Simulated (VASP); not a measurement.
# Pb (I4/mmm) in VASP: further runs, part 2 of 2

VASP 6.6.1. The steps go on from the part before.

### Step 3. Single point, PBEsol (strain +0.025 along x and y, -0.050 along z)

INCAR reads:

```
  ALGO = Normal
  EDIFF = 1E-6
  ENCUT = 520
  GGA = PS
  ISIF = 2
  ISMEAR = 0
  LASPH = T
  LCHARG = F
  LREAL = F
  LWAVE = F
  NBANDS = 13
  NELM = 80
  PREC = Accurate
  SIGMA = 0.15
```

KPOINTS reads:

```
k-points
0
Gamma
  16 16 16
```

POSCAR reads:

```
Pb
1.0
    0.0000000000      2.5315450000      2.3463100000
    2.5315450000      0.0000000000      2.3463100000
    2.5315450000      2.5315450000      0.0000000000
Pb
1
Direct
    0.0000000000      0.0000000000      0.0000000000
```

Potentials or basis: VASP PAW PBE potentials, release 64 (Pb_d).

Launch:

```console
$ cat potpaw_PBE.64/Pb_d/POTCAR > POTCAR
$ mpirun -np 1 vasp_std > vasp.out
```

OUTCAR:

```text
EDIFF = 1E-6
   ENCUT = 520
   GGA = PS
   ISIF = 2
   ISMEAR = 0
   LASPH = T
   LREAL = F
   NELM = 80
   PREC = Accurate

 ion  position               nearest neighbor table
   1  0.000  0.000  0.000-

  LATTYP: Found a body centered tetragonal cell.
 ALAT       =     3.5801452728
 C/A-ratio  =     1.3107345212

  Lattice vectors:

 A1 = (   0.0000000000,  -2.5315450000,  -2.3463100000)
 A2 = (   0.0000000000,   2.5315450000,  -2.3463100000)
 A3 = (   2.5315450000,   0.0000000000,   2.3463100000)

Analysis of symmetry for initial positions (statically):
=====================================================================
 Subroutine PRICEL returns:
 Original cell was already a primitive cell.

 Routine SETGRP: Setting up the symmetry group for a
 body centered tetragonal supercell.

 Subroutine GETGRP returns: Found 16 space group operations
 (whereof 16 operations were pure point group operations)
 out of a pool of 16 trial point group operations.

The static configuration has the point symmetry D_4h.

Analysis of symmetry for dynamics (positions and initial velocities):
=====================================================================
 Subroutine PRICEL returns:
 Original cell was already a primitive cell.

 Routine SETGRP: Setting up the symmetry group for a
 body centered tetragonal supercell.

 Subroutine GETGRP returns: Found 16 space group operations
 (whereof 16 operations were pure point group operations)
 out of a pool of 16 trial point group operations.

The dynamic configuration has the point symmetry D_4h.

 Subroutine INISYM returns: Found 16 space group operations
 (whereof 16 operations are pure point group operations),
 and found     1 'primitive' translations

----------------------------------------------------------------------------------------

                                     Primitive cell

  volume of cell :      30.0737

[... 109 lines left out ...]
  Thomas-Fermi vector in A             =   2.401863
   LORBIT       =      0    0 simple, 1 ext, 2 COOP (PROOUT), +10 PAW based schemes
   GGA     = PS    functional components
   LHFCALC =     F    Hartree Fock is set to
   AEXX    =    0.0000 exact exchange contribution
   IVDW    =     0    specifies the selected vdW correction
   LEPSILON=     F    determine dielectric tensor
   LRPA    =     F    only Hartree local field effects (RPA)
 non-spin polarized calculation
 Gauss-broadening in eV      SIGMA  =   0.15
  energy-cutoff  :      520.00
  volume of cell :       30.07
 maximum number of plane-waves:       829
 NGX is ok and might be reduce to    28
   NGX = 13   NGY = 13   NGZ = 13

 number of electron      13.9999997 magnetization

 Free energy of the ion-electron system (eV)
  ---------------------------------------------------
  ext. energy  EPLUGINS =         0.00000000
  ---------------------------------------------------
  free energy    TOTEN  =        -3.99714683 eV

  energy without entropy =       -3.99072778  energy(sigma->0) =       -3.99393731

 E-fermi :   7.2228     XC(G=0): -10.3810

 val. band max:        7.2201103925   @ k =  -0.2500   0.1250   0.0000
 cond. band min:       7.2239841137   @ k =  -0.4375   0.0625   0.3125
 fundamental gap:      0.0038737212
 Fermi energy:         7.2228381928

 k-point     1 :       0.0000    0.0000    0.0000
  band No.  band energies     occupation
      1      -9.8315      2.00000
      2      -9.8315      2.00000
      3      -9.7443      2.00000
      4      -9.7028      2.00000
      5      -9.6190      2.00000
      6      -4.6334      2.00000
      7      14.5770      0.00000
      8      14.7374      0.00000
      9      14.7374      0.00000
     10      17.0232      0.00000
     11      18.6454      0.00000
     12      19.7502      0.00000
     13      19.7503      0.00000
[... 354 lines left out ...]
  band No.  band energies     occupation
      1      -9.8302      2.00000
      2      -9.8174      2.00000
      3      -9.7307      2.00000
      4      -9.7060      2.00000
      5      -9.6182      2.00000
      6      -4.4410      2.00000
      7      13.0498      0.00000
      8      13.6893      0.00000
      9      14.7402      0.00000
     10      16.8275      0.00000
     11      19.2385      0.00000
     12      19.6474      0.00000
     13      19.8262      0.00000

 [... further k-points ...]
[... 5 lines left out ...]
  --------------------------------------------------------------------------------------
  -------------------------------------------------------------------------------------
  Total       -0.1147050     -0.1147050      0.1024466      0.0000000      0.0000000     -0.0000000
  in kB       -6.1109168     -6.1109168      5.4578488      0.0000000      0.0000000     -0.0000000
  external PRESSURE =      -2.2546616 kB  Pullay stress =       0.0000000 kB

 VOLUME and BASIS-vectors are now :
 -----------------------------------------------------------------------------
  energy-cutoff  :      520.00
  volume of cell :       30.07
      direct lattice vectors                 reciprocal lattice vectors
     0.000000000  2.531545000  2.346310000    -0.197507846  0.197507846  0.213100571
     2.531545000  0.000000000  2.346310000     0.197507846 -0.197507846  0.213100571
     2.531545000  2.531545000  0.000000000     0.197507846  0.197507846 -0.213100571

 POSITION                                       TOTAL-FORCE (eV/Angst)
 -----------------------------------------------------------------------------------
      0.00000      0.00000      0.00000        -0.000000      0.000000     -0.000000
 -----------------------------------------------------------------------------------
    total drift:                               -0.000000     -0.000000     -0.000000

  FREE ENERGIE OF THE ION-ELECTRON SYSTEM (eV)
  ---------------------------------------------------
  free  energy   TOTEN  =        -3.9971468333 eV

  energy  without entropy=       -3.9907277809  energy(sigma->0) =       -3.99393731
```

OSZICAR:

```text
N       E                     dE             d eps       ncg     rms          rms(c)
DAV:   1     0.106966090260E+03    0.10697E+03   -0.71395E+03  9180   0.127E+03
DAV:   2     0.108537026985E+01   -0.10588E+03   -0.10255E+03  9514   0.312E+02
DAV:   3    -0.389615963517E+01   -0.49815E+01   -0.49637E+01 11280   0.731E+01
DAV:   4    -0.400969950920E+01   -0.11354E+00   -0.11351E+00 11072   0.117E+01
DAV:   5    -0.401471330334E+01   -0.50138E-02   -0.50136E-02 12777   0.229E+00    0.591E-01
DAV:   6    -0.400076967703E+01    0.13944E-01   -0.18204E-02 11519   0.241E+00    0.279E-01
DAV:   7    -0.399736187132E+01    0.34078E-02   -0.73085E-03 11905   0.140E+00    0.923E-02
DAV:   8    -0.399714878146E+01    0.21309E-03   -0.42074E-04 13931   0.344E-01    0.972E-03
DAV:   9    -0.399714699272E+01    0.17887E-05   -0.73392E-06 11905   0.497E-02    0.446E-03
DAV:  10    -0.399714683329E+01    0.15943E-06   -0.53891E-07  7490   0.997E-03
   1 F= -.39971468E+01 E0= -.39939373E+01  d E =-.641905E-02
```

stdout:

```text
POSCAR found type information on POSCAR Pb
 POSCAR found :  1 types and       1 ions
 scaLAPACK will be used
 -----------------------------------------------------------------------------
|                                                                             |
|                                                                             |
|     You enforced a specific xc type in the INCAR file but a different       |
|     I HOPE YOU KNOW WHAT YOU ARE DOING!                                     |
|                                                                             |
 -----------------------------------------------------------------------------

 LDA part: xc-table for (Slater+PW92), standard interpolation
 POSCAR, INCAR and KPOINTS ok, starting setup
 FFT: planning ... GRIDC
 FFT: planning ... GRID_SOFT
 FFT: planning ... GRID
 WAVECAR not read
 entering main loop
```

It took 84 s on 1 thread of Intel Xeon Platinum 8488C (Sapphire Rapids), shared host; peak memory 0.25 GiB.

Results:

* Free energy: -3.9971 eV
* Pressure: -0.2 GPa
* Band gap on the k mesh: zero (band 7 reaches 14.58 eV, above the bottom of band 8 at 5.36 eV)

Levels at points of the mesh, in eV from the Fermi level:
```tsv
k point	band 3	band 4	band 5	band 6	band 7	band 8	band 9	band 10	band 11	band 12
(0.00, 0.00, 0.00)	-16.97	-16.93	-16.84	-11.86	7.35	7.51	7.51	9.80	11.42	12.53
(0.50, 0.00, 0.00)	-16.98	-16.76	-16.72	-8.17	-4.29	4.99	6.02	9.20	9.49	10.64
(0.50, 0.50, 0.00)	-16.75	-16.70	-16.70	-6.20	-2.89	1.41	1.41	4.85	6.11	17.61
(0.50, 0.00, 0.50)	-16.76	-16.74	-16.68	-7.02	-3.55	2.13	2.60	5.68	6.97	17.96
```

Caveat: the cell differs from its parent crystal (strain +0.025 along x and y, -0.050 along z); the PAW data sets were made with another functional, which shifts forces and pressure a little; spin-orbit coupling is left out, which moves the levels of the heavy elements.
